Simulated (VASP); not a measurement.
Input of a VASP 6.6.1 run:

Contents of INCAR:

```
SYSTEM = Ti
ALGO = Fast
EDIFF = 1E-7
ENCUT = 520
GGA = PE
ISIF = 2
ISMEAR = 0
ISPIN = 2
LASPH = .True.
LCHARG = .False.
LMAXMIX = 4
LORBIT = 11
LREAL = .False.
LWAVE = .False.
MAGMOM = 0.3
NBANDS = 16
NELM = 150
NUPDOWN = 0.3
PREC = Accurate
SIGMA = 0.15
```

Contents of KPOINTS:

```
k-points
0
Gamma
  22 22 22
  0 0 0
```

The input POSCAR:

```
Ti
1.0
   -1.5773836419      1.5773836419      1.5773836419
    1.5773836419     -1.5773836419      1.5773836419
    1.5773836419      1.5773836419     -1.5773836419
Ti
1
Direct
    0.0000000000      0.0000000000      0.0000000000
```

Potentials or basis: VASP PAW PBE potentials, release 64 (Ti_sv).

Run with:

```console
$ cat potpaw_PBE.64/Ti_sv/POTCAR > POTCAR
$ mpirun -np 1 vasp_std > vasp.out
```

**Question.** Estimate the pressure.

**Answer.** 11.7 GPa.

Caveat: the cell stands under pressure; the total moment is fixed, so each spin has its own Fermi level.
